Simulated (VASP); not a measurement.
Al2Cu:

```
Al Cu
1.0
     2.01711   -1.94515    0.00000
     2.01711    1.94515    0.00000
    -1.00560    0.00000    5.78088
Al Cu
2 1
Direct
  0.10380 0.10380 0.29605
  0.89620 0.89620 0.70395
  0.50000 0.50000 0.00000
```

The cell was generated, and may not be a known phase.

| Property | Result |
| --- | --- |
| Program | VASP 6.6.1 |
| Task | relaxation of cell and atoms |
| Functional | PBE |
| Potentials or basis | VASP PAW PBE potentials, release 64 (Al, Cu) |
| Cutoff | 600 eV |
| k mesh | 12 × 12 × 6 |
| Occupations | gaussian, width 0.1 eV |
| Spin | no spin polarisation |

At the start: pressure 0.2 GPa; volume 15.12 Å³/atom.

Q: Where does the relaxation end?

A: Over 71 steps the energy falls by 12.1 meV/atom and the volume is 15.74 Å³/atom (+4.1 %); space group C2/m (No. 12, to 0.1 Å) before, P4/mmm (No. 123, to 0.1 Å).

The path:
```tsv
step	energy change (eV)	largest force (eV/Å)	pressure (GPa)	volume (Å³)
1	0.0000	0.0536	0.16	45.36
3	-0.0018	0.0451	-0.23	45.54
5	-0.0021	0.0320	0.03	45.36
7	-0.0021	0.0306	0.21	45.30
9	-0.0022	0.0316	0.00	45.33
11	-0.0023	0.0303	-0.15	45.45
13	-0.0023	0.0304	-0.22	45.45
15	-0.0024	0.0281	-0.21	45.43
17	-0.0033	0.0193	0.24	45.33
19	-0.0033	0.0233	0.59	45.30
21	-0.0034	0.0231	0.46	45.30
23	-0.0037	0.0244	0.62	45.31
25	-0.0048	0.0343	0.68	45.36
27	-0.0067	0.0641	1.13	45.48
29	-0.0139	0.0877	0.74	45.99
31	-0.0070	0.5058	-0.23	47.93
33	-0.0226	0.1910	-0.08	47.06
35	-0.0292	0.0923	-0.53	47.55
37	-0.0309	0.0759	-0.27	47.31
39	-0.0334	0.0349	0.31	46.95
41	-0.0336	0.0531	-0.02	47.06
43	-0.0343	0.0420	0.02	47.18
45	-0.0347	0.0298	-0.20	47.26
47	-0.0348	0.0300	0.17	47.21
49	-0.0349	0.0270	-0.14	47.28
51	-0.0349	0.0322	-0.25	47.36
53	-0.0351	0.0392	-0.25	47.34
55	-0.0353	0.0489	0.03	47.32
57	-0.0360	0.0124	-0.18	47.38
59	-0.0361	0.0190	-0.44	47.41
61	-0.0363	0.0195	-0.38	47.34
63	-0.0363	0.0202	-0.20	47.27
65	-0.0363	0.0204	0.20	47.24
67	-0.0363	0.0202	-0.08	47.26
69	-0.0364	0.0041	0.08	47.24
71	-0.0364	0.0052	-0.02	47.23
```

Final structure:
```yaml
crystal:
  lattice:
    - [2.00289, -2.01184, 0.17089]
    - [2.00289, 2.01184, 0.17089]
    - [-0.51587, 0.00000, 5.81637]
  atoms:
    - { symbol: Al, position: [0.00225, 0.00225, 0.27718] }
    - { symbol: Al, position: [0.99775, 0.99775, 0.72282] }
    - { symbol: Cu, position: [0.50000, 0.50000, 0.00000] }
```
